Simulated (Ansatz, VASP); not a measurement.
## CaO in VASP and in Ansatz

```
Ca O
1.0
     0.00000    2.40356    2.40356
     2.40356    0.00000    2.40356
     2.40356    2.40356    0.00000
Ca O
1 1
Cartesian
  0.0000 0.0000 0.0000
  2.4036 2.4036 2.4036
```

Alike in both runs: functional r2SCAN; k mesh 6 × 6 × 6; occupations fermi-dirac, width 0.05 eV; no spin polarisation.

|  | VASP | Ansatz |
| --- | --- | --- |
| version | VASP 6.6.1 | Ansatz 0.2.0 |
| potentials or method | VASP PAW PBE potentials, release 64 (Ca_sv, O_h) | Ansatz PAW |
| plane-wave cutoff (eV) | 910 | 500 |
| valence electrons in the cell | 16 | 16 |
| task | single point | projected density of states |

|  | VASP | Ansatz | Ansatz less VASP |
| --- | --- | --- | --- |
| gap on the k mesh at the Fermi level (eV) | 4.19 | 4.20 | +0.007 |
| least direct gap on the mesh (eV) | 4.57 | 4.58 | +0.010 |

VASP's potentials were made for PBE, not for r2SCAN.

Noted on VASP's run: the cutoff is short for stress, so the pressure is rough.
